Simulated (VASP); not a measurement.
Write the native input for VASP 6.6.1 that does the following.

```yaml
Task: single point
Functional: PBEsol
Potentials_or_basis: VASP PAW PBE potentials, release 64 (Ga_d, P)
Cutoff: 500 eV
k_mesh: 8 × 8 × 8
Occupations: gaussian, width 0.02 eV
Spin: no spin polarisation
Dipole_correction: no
Further_INCAR_settings: ALGO = Normal; EDIFF = 1e-06; NBANDS = 16
```

The structure of GaP lies in POSCAR:

```
GaP
1.0
    0.0000000000      2.6637151339      2.6637151339
    2.6637151339      0.0000000000      2.6637151339
    2.6637151339      2.6637151339      0.0000000000
Ga P
1 1
Direct
    0.0000000000      0.0000000000      0.0000000000
    0.2500000000      0.2500000000      0.2500000000
```

The input as run:

INCAR

```
ALGO = Normal
EDIFF = 1E-6
ENCUT = 500
GGA = PS
GGA_COMPAT = False
ISIF = 2
ISMEAR = 0
LASPH = True
LCHARG = True
LELF = True
LREAL = False
LVHAR = True
LWAVE = False
NBANDS = 16
NELM = 120
PREC = Accurate
SIGMA = 0.02
```

KPOINTS

```
k-points
0
Gamma
  8 8 8
```

Potentials or basis: VASP PAW PBE potentials, release 64 (Ga_d, P).

Command:

```sh
$ cat potpaw_PBE.64/Ga_d/POTCAR potpaw_PBE.64/P/POTCAR > POTCAR
$ mpirun -np 1 vasp_std > vasp.out
```

Results of the run:

| Property | Result |
| --- | --- |
| Pressure | 5.9 GPa |
| Band gap on the k mesh | 1.37 eV (least direct gap 2.32 eV) |

Caveat: the cell stands under pressure; the PAW data sets were made with another functional, which shifts forces and pressure a little.

It took 18 s on 1 thread of Intel(R) Xeon(R) Platinum 8259CL CPU @ 2.50GHz (Skylake/Cascade Lake), with other jobs on the host, peak memory 0.16 GiB.
